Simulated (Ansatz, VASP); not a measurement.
## SiC: VASP beside Ansatz

The input INCAR:

```
SYSTEM = SiC
PREC = Accurate
ENCUT = 520
EDIFF = 1E-6
ISMEAR = 0
SIGMA = 0.05
LREAL = .FALSE.
LASPH = .TRUE.
NELM = 80
ALGO = Normal
ISIF = 2
LWAVE = .FALSE.
LCHARG = .FALSE.
NBANDS = 11
```

KPOINTS

```
Automatic mesh
0
G
  14 14 14
  0 0 0
```

POSCAR

```
SiC
1.0
    0.0000000000      2.1740000000      2.1740000000
    2.1740000000      0.0000000000      2.1740000000
    2.1740000000      2.1740000000      0.0000000000
Si C
1 1
Direct
   -0.1016425341      0.0000000000      0.0000000000
    0.7500000000      0.7500000000      0.7500000000
```

Input for Ansatz:

```yaml
crystal:
  lattice:
    - [0.0, 2.174, 2.174]
    - [2.174, 0.0, 2.174]
    - [2.174, 2.174, 0.0]
  atoms:
    - { symbol: Si, position: [-0.1016425341, 0.0, 0.0] }
    - { symbol: C, position: [0.75, 0.75, 0.75] }
basis:
  ecutwfc: 420
kpoints:
  mp_grid: { grid: [14, 14, 14] }
hamiltonian:
  xc: lda
scf:
  occupations: { method: gaussian, width: 0.05 }
output:
  forces: true
  stress: true
  eigenvalues: true
```

Change from the starting cell: all Si atoms moved +0.312 Å, as atom 1 towards its neighbour atom 1 (Si) at 3.075 Å.

Alike in both runs: task single point; functional LDA; k mesh 14 × 14 × 14; occupations gaussian, width 0.05 eV; no spin polarisation.

```csv
,VASP,Ansatz
version,VASP 6.6.1,Ansatz 0.2.0
potentials or method,"VASP PAW LDA potentials, release 64 (Si, C), cutoff 520 eV","scalar-relativistic, plane waves, PAW"
valence electrons in the cell,8,8
```

|  | VASP | Ansatz | Ansatz less VASP |
| --- | --- | --- | --- |
| gap on the k mesh at the Fermi level (eV) | none | none | - |
| pressure (GPa) | 9.9 | 9.6 | -0.30 |
| traceless stress, the component that is largest in VASP (GPa) | 17.49 | 17.39 | -0.106 |
| rms of the force components (eV/Å) | 4.224 | 4.224 | -0.0004 |

LDA's correlation is that of Perdew and Zunger in VASP and of Perdew and Wang (1992) in Ansatz. Atom by atom the forces differ by 0.005 eV/Å (rms over components). A gap of «none» marks a metal or a gap that the smearing closes.
